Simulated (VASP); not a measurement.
Pr4O: vibrations by perturbation theory with PBE

Pr4O:

```
Pr O
1.0
     5.18333    0.00000    0.00000
     0.00000    5.18333    0.00000
     0.00000    0.00000    5.18333
Pr O
4 1
Direct
  0.00000 0.50000 0.50000
  0.50000 0.50000 0.00000
  0.50000 0.00000 0.50000
  0.00000 0.00000 0.00000
  0.50000 0.50000 0.50000
```

```yaml
Program: VASP 6.6.1
Task: vibrations by perturbation theory
Functional: PBE
Potentials_or_basis: VASP PAW PBE potentials, release 64 (Pr_3, O), 4f in core
Cutoff: 600 eV
k_mesh: 8 × 8 × 8
Occupations: fermi-dirac, width 0.15 eV
Spin: no spin polarisation
Dipole_correction: no
Further_INCAR_settings: ALGO = Normal; EDIFF = 1e-08; IBRION = 8; NSW = 1
```

* Highest phonon frequency at Γ, LO-TO splitting left out: 247 cm⁻¹

Phonon frequencies in cm⁻¹ (negative: imaginary):
```csv
q point,frequencies
"(0.000, 0.000, 0.000)",0 0 0 94 94 94 103 103 103 113 113 113 247 247 247
```

It took 11 min on 4 MPI ranks on Intel(R) Xeon(R) 6975P-C (Granite Rapids) (shared host), peak memory 1.2 GiB a rank.

Caveat: spin-orbit coupling is left out, which moves the levels of the heavy elements; the 4f electrons are frozen in the core, so they carry no moment and show no levels; the run has no spin polarisation, though such a crystal can be magnetic. Spin polarisation is off, so any magnetic state and its effect on volume and gap are missing.
